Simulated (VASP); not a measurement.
# Pt (R-3m) in VASP: a series of runs

Runs on Pt. Level: PBE. Tasks: single point.

All numbers are computed with VASP 6.6.1; they aren't measurements. Logs are shortened: lines on timing, memory, paths and dates and some standing lists are left out, and cuts for length are marked.

## 1. The cell of the first run

The structure is trigonal, space group R-3m (No. 166). Conventional cell: a = 4.730 Å, b = 4.730 Å, c = 2.462 Å, α = 90.00°, β = 90.00°, γ = 120.00°. Within 3.3 Å of Pt (site symmetry -3m) lie 14 Pt at 2.46 to 3.19 Å.

## 2. Single point, PBE

File INCAR:

```
SYSTEM = Pt
  PREC = Accurate
  ENCUT = 520
  EDIFF = 1E-6
  ISMEAR = 0
  SIGMA = 0.15
  LREAL = .FALSE.
  LASPH = .TRUE.
  NELM = 100
  ALGO = Fast
  ISIF = 2
  LWAVE = .FALSE.
  LCHARG = .FALSE.
  GGA = PE
  NBANDS = 11
```

File KPOINTS:

```
Automatic mesh
0
G
  24 24 24
  0 0 0
```

File POSCAR:

```
Pt
1.0
   -1.7560295328      1.5887886249      1.5887886249
    1.5887886249     -1.7560295328      1.5887886249
    1.5887886249      1.5887886249     -1.7560295328
Pt
1
Direct
    0.0000000000      0.0000000000      0.0000000000
```

Potentials or basis: VASP PAW PBE potentials, release 64 (Pt).

On the command line:

```sh
$ cat potpaw_PBE.64/Pt/POTCAR > POTCAR
$ mpirun -np 1 vasp_std > vasp.out
```

OUTCAR:

```text
SYSTEM = Pt
   PREC = Accurate
   ENCUT = 520
   EDIFF = 1E-6
   ISMEAR = 0
   LREAL = .FALSE.
   LASPH = .TRUE.
   NELM = 100
   ISIF = 2
   GGA = PE

 ion  position               nearest neighbor table
   1  0.000  0.000  0.000-

  LATTYP: Found a trigonal (rhomboedric) cell.
 ALAT       =     2.8516904301
 COS(alpha) =    -0.3757523646

  Lattice vectors:

 A1 = (  -1.7560295328,   1.5887886249,   1.5887886249)
 A2 = (   1.5887886249,  -1.7560295328,   1.5887886249)
 A3 = (   1.5887886249,   1.5887886249,  -1.7560295328)

Analysis of symmetry for initial positions (statically):
=====================================================================
 Subroutine PRICEL returns:
 Original cell was already a primitive cell.

 Routine SETGRP: Setting up the symmetry group for a
 trigonal (rhombohedral) supercell.

 Subroutine GETGRP returns: Found 12 space group operations
 (whereof 12 operations were pure point group operations)
 out of a pool of 12 trial point group operations.

The static configuration has the point symmetry D_3d.

Analysis of symmetry for dynamics (positions and initial velocities):
=====================================================================
 Subroutine PRICEL returns:
 Original cell was already a primitive cell.

 Routine SETGRP: Setting up the symmetry group for a
 trigonal (rhombohedral) supercell.

 Subroutine GETGRP returns: Found 12 space group operations
 (whereof 12 operations were pure point group operations)
 out of a pool of 12 trial point group operations.

The dynamic configuration has the point symmetry D_3d.

 Subroutine INISYM returns: Found 12 space group operations
 (whereof 12 operations are pure point group operations),
 and found     1 'primitive' translations

----------------------------------------------------------------------------------------

                                     Primitive cell

  volume of cell :      15.9040

  direct lattice vectors                    reciprocal lattice vectors
    -1.756029533  1.588788625  1.588788625     0.035172931  0.334142846  0.334142846
     1.588788625 -1.756029533  1.588788625     0.334142846  0.035172931  0.334142846
     1.588788625  1.588788625 -1.756029533     0.334142846  0.334142846  0.035172931

  length of vectors
     2.851690430  2.851690430  2.851690430     0.473856538  0.473856538  0.473856538

  position of ions in fractional coordinates (direct lattice)
     0.000000000  0.000000000  0.000000000

  ion indices of the primitive-cell ions
   primitive index   ion index
                 1           1

----------------------------------------------------------------------------------------

 KPOINTS: Automatic mesh

Automatic generation of k-mesh.
 Grid dimensions read from file:
 generate k-points for:   24   24   24

 Generating k-lattice:

  Cartesian coordinates                     Fractional coordinates (reciprocal lattice)
     0.001465539  0.013922619  0.013922619     0.041666667  0.000000000  0.000000000
     0.013922619  0.001465539  0.013922619     0.000000000  0.041666667  0.000000000
     0.013922619  0.013922619  0.001465539     0.000000000  0.000000000  0.041666667

  Length of vectors
     0.019744022  0.019744022  0.019744022

  Shift w.r.t. Gamma in fractional coordinates (k-lattice)
     0.000000000  0.000000000  0.000000000

 Subroutine IBZKPT returns following result:
 ===========================================

 Found   1313 irreducible k-points:

 Following reciprocal coordinates:
            Coordinates               Weight
  0.000000  0.000000  0.000000      1.000000
  0.041667  0.000000  0.000000      6.000000
  0.083333  0.000000  0.000000      6.000000
  0.125000  0.000000  0.000000      6.000000
  0.166667  0.000000  0.000000      6.000000
  0.208333 -0.000000 -0.000000      6.000000
[... 16 lines left out ...]
  0.416667  0.041667  0.000000     12.000000
  0.458333  0.041667  0.000000     12.000000
 [... further k-points ...]
   k-points           NKPTS =   1313   k-points in BZ     NKDIM =   1313   number of bands    NBANDS=     11
   number of dos      NEDOS =    301   number of ions     NIONS =      1
   total plane-waves  NPLWV =  13824
   dimension x,y,z NGX =    24 NGY =   24 NGZ =   24
   dimension x,y,z NGXF=    48 NGYF=   48 NGZF=   48
   ions per type =               1
   NGX,Y,Z   is equivalent  to a cutoff of  13.99, 13.99, 13.99 a.u.
   NGXF,Y,Z  is equivalent  to a cutoff of  27.98, 27.98, 27.98 a.u.
 SYSTEM =  Pt
   PREC   = accura    normal or accurate (medium, high low for compatibility)
   ISTART =      0    job   : 0-new  1-cont  2-samecut
   ICHARG =      2    charge: 1-file 2-atom 10-const
   ISPIN  =      1    spin polarized calculation?
   LNONCOLLINEAR =      F non collinear calculations
   LSORBIT =      F    spin-orbit coupling
   LASPH  =      T    aspherical Exc in radial PAW
   ENCUT  =  520.0 eV  38.22 Ry    6.18 a.u.   5.30  5.30  5.30*2*pi/ulx,y,z
   NELM   =    100;   NELMIN=  2; NELMDL= -5     # of ELM steps
   EDIFF  = 0.1E-05   stopping-criterion for ELM
   LREAL  =      F    real-space projection
   EDIFFG = 0.1E-04   stopping-criterion for IOM
   NSW    =      0    number of steps for IOM
   IBRION =     -1    ionic relax: 0-MD 1-quasi-New 2-CG
   NFREE  =      0    steps in history (QN), initial steepest desc. (CG)
   ISIF   =      2    stress and relaxation
   ISYM   =      2    0-nonsym 1-usesym 2-fastsym
   POTIM  = 0.5000    time-step for ionic-motion
   TEBEG  =    0.0;   TEEND  =   0.0 temperature during run
   PSTRESS=    0.0 pullay stress
   NELECT =      10.0000    total number of electrons
   NUPDOWN=      -1.0000    fix difference up-down
   EMIN   =  10.00;   EMAX   =-10.00  energy-range for DOS
   EFERMI =   0.00;   METHOD = LEGACY
   ISMEAR =     0;   SIGMA  =   0.15  broadening in eV -4-tet -1-fermi 0-gaus
   EFERMI_NEDOS =   21; number of points for ismear=-14 and -15
   IALGO  =     68    algorithm
   IMIX   =      4    mixing-type and parameters
     AMIX     =   0.40;   BMIX     =  1.00
     AMIX_MAG =   1.60;   BMIX_MAG =  1.00
  volume/ion in A,a.u.               =      15.90       107.33
  Fermi-wavevector in a.u.,A,eV,Ry     =   1.402510  2.650360 26.763132  1.967035
  Thomas-Fermi vector in A             =   2.525265
   LORBIT       =      0    0 simple, 1 ext, 2 COOP (PROOUT), +10 PAW based schemes
   GGA     = PE    functional components
   LHFCALC =     F    Hartree Fock is set to
   AEXX    =    0.0000 exact exchange contribution
   IVDW    =     0    specifies the selected vdW correction
   LEPSILON=     F    determine dielectric tensor
   LRPA    =     F    only Hartree local field effects (RPA)
 non-spin polarized calculation
 RMM-DIIS sequential band-by-band and
 Gauss-broadening in eV      SIGMA  =   0.15
  energy-cutoff  :      520.00
  volume of cell :       15.90
 maximum number of plane-waves:       447
 NGX is ok and might be reduce to    24

 number of electron      10.0000000 magnetization

 Free energy of the ion-electron system (eV)
  ---------------------------------------------------
  ext. energy  EPLUGINS =         0.00000000
  ---------------------------------------------------
  free energy    TOTEN  =        -5.67210974 eV

  energy without entropy =       -5.65625525  energy(sigma->0) =       -5.66418250

 E-fermi :  10.1316     XC(G=0): -13.1328

 val. band max:       10.1301285100   @ k =  -0.4167   0.2500   0.2083
 cond. band min:      10.1350135316   @ k =   0.3333   0.3333   0.2917
 fundamental gap:      0.0048850216
 Fermi energy:        10.1316166627

 k-point     1 :       0.0000    0.0000    0.0000
  band No.  band energies     occupation
      1       0.6420      2.00000
      2       4.9430      2.00000
      3       7.0643      2.00000
      4       7.0643      2.00000
      5       9.6074      2.00000
      6       9.6074      2.00000
      7      25.4295      0.00000
      8      27.6153      0.00000
      9      27.6153      0.00000
     10      36.8542      0.00000
     11      36.8576      0.00000

 k-point     2 :       0.0417    0.0000    0.0000
  band No.  band energies     occupation
      1       0.7279      2.00000
      2       5.0100      2.00000
      3       7.0466      2.00000
      4       7.0947      2.00000
      5       9.5177      2.00000
      6       9.5644      2.00000
      7      25.4994      0.00000
      8      27.7451      0.00000
      9      27.7686      0.00000
     10      35.2533      0.00000
     11      36.0491      0.00000

 k-point     3 :       0.0833    0.0000    0.0000
  band No.  band energies     occupation
      1       0.9813      2.00000
      2       5.2082      2.00000
      3       6.9922      2.00000
      4       7.1855      2.00000
      5       9.2685      2.00000
      6       9.4457      2.00000
      7      25.6958      0.00000
      8      28.0954      0.00000
      9      28.2161      0.00000
     10      33.7158      0.00000
     11      34.6841      0.00000

 k-point     4 :       0.1250    0.0000    0.0000
  band No.  band energies     occupation
      1       1.3876      2.00000
      2       5.5279      2.00000
      3       6.8982      2.00000
      4       7.3355      2.00000
      5       8.9146      2.00000
      6       9.2791      2.00000
      7      25.9696      0.00000
      8      28.5364      0.00000
      9      28.9191      0.00000
     10      32.3587      0.00000
     11      33.0158      0.00000
[... 239 lines left out ...]
 k-point    22 :       0.3750    0.0417   -0.0000
  band No.  band energies     occupation
      1       3.8677      2.00000
      2       5.6382      2.00000
      3       8.1306      2.00000
      4       8.7315      2.00000
      5       9.3567      2.00000
      6      11.3090      0.00000
      7      20.3753      0.00000
      8      23.5281      0.00000
      9      26.8885      0.00000
     10      32.5988      0.00000
     11      33.2895      0.00000

 k-point    23 :       0.4167    0.0417    0.0000
  band No.  band energies     occupation
      1       3.7939      2.00000
      2       5.5278      2.00000
      3       8.4452      2.00000
      4       8.7284      2.00000
      5      10.0001      1.78488
      6      11.9212      0.00000
      7      19.1564      0.00000
      8      23.1317      0.00000
      9      25.8891      0.00000
     10      32.5644      0.00000
     11      33.7082      0.00000

 k-point    24 :       0.4583    0.0417    0.0000
  band No.  band energies     occupation
      1       3.7460      2.00000
      2       5.4790      2.00000
      3       8.6165      2.00000
      4       8.6977      2.00000
      5      10.5797      0.00002
      6      12.0645      0.00000
      7      18.4665      0.00000
      8      22.9311      0.00000
      9      25.3546      0.00000
     10      32.4217      0.00000
     11      34.1278      0.00000

 [... further k-points ...]

------------------------ aborting loop because EDIFF is reached ----------------------------------------

  FORCE on cell =-STRESS in cart. coord.  units (eV):
  Direction    XX          YY          ZZ          XY          YZ          ZX
  --------------------------------------------------------------------------------------
  -------------------------------------------------------------------------------------
  Total        1.0131273      1.0131273      1.0131273      2.2204582      2.2204582      2.2204582
  in kB      102.0629552    102.0629552    102.0629552    223.6900782    223.6900782    223.6900782
  external PRESSURE =     102.0629552 kB  Pullay stress =       0.0000000 kB

 VOLUME and BASIS-vectors are now :
 -----------------------------------------------------------------------------
  energy-cutoff  :      520.00
  volume of cell :       15.90
      direct lattice vectors                 reciprocal lattice vectors
    -1.756029533  1.588788625  1.588788625     0.035172931  0.334142846  0.334142846
     1.588788625 -1.756029533  1.588788625     0.334142846  0.035172931  0.334142846
     1.588788625  1.588788625 -1.756029533     0.334142846  0.334142846  0.035172931

 POSITION                                       TOTAL-FORCE (eV/Angst)
 -----------------------------------------------------------------------------------
      0.00000      0.00000      0.00000         0.000000     -0.000000      0.000000
 -----------------------------------------------------------------------------------
    total drift:                               -0.000000      0.000000      0.000000

  FREE ENERGIE OF THE ION-ELECTRON SYSTEM (eV)
  ---------------------------------------------------
  free  energy   TOTEN  =        -5.6721097446 eV

  energy  without entropy=       -5.6562552455  energy(sigma->0) =       -5.66418250
```

Run time: 3.7 min. Hardware: 1 thread of Intel Xeon 8259CL, shared host; peak memory 0.35 GiB.

Results:

```
Free energy            : -5.6721 eV
Pressure               : 10.2 GPa
Band gap on the k mesh : zero (bands 5 and 6 overlap by 3.37 eV)
```

Stress tensor (GPa, compression positive):
```
10.21 22.37 22.37
22.37 10.21 22.37
22.37 22.37 10.21
```

Caveat: the cell stands under pressure; spin-orbit coupling is left out, which moves the levels of the heavy elements.

## 3. Single point, PBE

This run uses another cell than the first one, of the same volume but with other edges.

File INCAR:

```
ALGO = Fast
EDIFF = 1E-6
ENCUT = 520
GGA = PE
ISIF = 2
ISMEAR = 0
LASPH = T
LCHARG = F
LREAL = F
LWAVE = F
NBANDS = 11
NELM = 80
PREC = Accurate
SIGMA = 0.15
```

File KPOINTS:

```
k-points
0
Gamma
  24 24 24
```

File POSCAR:

```
Pt
1.0
   -1.3914208912      1.5901953042      1.5901953042
    1.5901953042     -1.3914208912      1.5901953042
    1.5901953042      1.5901953042     -1.3914208912
Pt
1
Direct
    0.0000000000      0.0000000000      0.0000000000
```

Potentials or basis: VASP PAW PBE potentials, release 64 (Pt).

On the command line:

```sh
$ cat potpaw_PBE.64/Pt/POTCAR > POTCAR
$ mpirun -np 1 vasp_std > vasp.out
```

Run time: 2.5 min. Hardware: 1 thread of Intel Xeon 8259CL, shared host; peak memory 0.33 GiB.

Results (log left out):

| Quantity | Value |
| --- | --- |
| Free energy | -5.8155 eV |
| Pressure | 7.3 GPa |
| Band gap on the k mesh | zero (bands 5 and 6 overlap by 2.45 eV) |

Stress tensor (GPa, compression positive):
```
 7.28 -7.51 -7.51
-7.51  7.28 -7.51
-7.51 -7.51  7.28
```

Levels at points of the mesh, in eV from the Fermi level:
```csv
k point,band 1,band 2,band 3,band 4,band 5,band 6,band 7,band 8,band 9,band 10
"(0.00, 0.00, 0.00)",-9.32,-4.41,-4.41,-1.75,-0.49,-0.49,16.10,16.10,19.50,23.73
"(0.50, 0.00, 0.00)",-6.57,-5.14,-0.59,-0.34,-0.24,0.37,5.62,14.34,17.08,25.29
"(0.50, 0.50, 0.00)",-6.30,-4.79,-1.05,-1.02,1.33,1.69,7.87,10.92,17.12,21.65
"(0.50, 0.50, 0.50)",-5.93,-5.93,-1.10,1.45,1.45,7.99,8.05,8.05,13.64,19.12
```

Caveat: the cell stands under pressure; spin-orbit coupling is left out, which moves the levels of the heavy elements.

## 4. Single point, PBE

This run uses another cell than the first one, of the same volume but with other edges.

File INCAR:

```
PREC = Accurate ; ENCUT = 520
EDIFF = 1E-6 ; ISMEAR = 0
SIGMA = 0.15 ; LREAL = F
LASPH = T ; NELM = 60
ALGO = Fast ; ISIF = 2
LWAVE = F ; LCHARG = F
GGA = PE ; NBANDS = 11
```

File KPOINTS:

```
regular mesh
0
Gamma
  24 24 24
```

File POSCAR:

```
Pt
1.0
   -1.0176671736      1.6371167575      1.6371167575
    1.6371167575     -1.0176671736      1.6371167575
    1.6371167575      1.6371167575     -1.0176671736
Pt
1
Direct
    0.0000000000      0.0000000000      0.0000000000
```

On the command line:

```sh
$ cat potpaw_PBE.64/Pt/POTCAR > POTCAR
$ mpirun -np 1 vasp_std > vasp.out
```

It took 2.6 min on 1 thread of Intel Xeon 8259CL, shared host; peak memory 0.33 GiB.

It converged, with:

| Item | Value |
| --- | --- |
| Free energy | -5.4750 eV |
| Pressure | 30.1 GPa |
| Band gap on the k mesh | zero (bands 5 and 6 overlap by 3.46 eV) |

Stress tensor (GPa, compression positive):
```
30.07 -1.15 -1.15
-1.15 30.07 -1.15
-1.15 -1.15 30.07
```

Levels at points of the mesh, in eV from the Fermi level:
```tsv
k point	band 2	band 3	band 4	band 5	band 6	band 7	band 8	band 9
(0.00, 0.00, 0.00)	-6.44	-6.44	0.07	0.37	0.37	15.39	15.39	17.56
(0.50, 0.00, 0.00)	-5.92	-1.97	-1.79	-0.94	0.52	5.37	16.35	19.47
(0.50, 0.50, 0.00)	-5.47	-1.79	-1.29	2.34	3.36	6.09	10.54	15.40
(0.50, 0.50, 0.50)	-6.08	-4.72	2.45	2.45	9.00	9.63	9.63	14.66
```

Caveat: the cell stands under pressure; spin-orbit coupling is left out, which moves the levels of the heavy elements.

## 5. The runs side by side

```tsv
cell	gap on the mesh (eV)	pressure (GPa)
a = 2.852 Å, angles 112.1°, 1 atom	none	10.2
a = 2.645 Å, angles 105.7°, 1 atom	none	7.3
a = 2.529 Å, angles 95.9°, 1 atom	none	30.1
```

Alike in all rows: task single point; level PBE; potentials or basis VASP PAW PBE potentials, release 64 (Pt); no spin polarisation; k mesh 24 × 24 × 24; cutoff (eV) 520; smearing gaussian 0.15 eV.

Caveats: the cell stands under pressure; spin-orbit coupling is left out, which moves the levels of the heavy elements.

Total energies depend on the potentials used, so only differences within one code and one set of settings carry meaning.
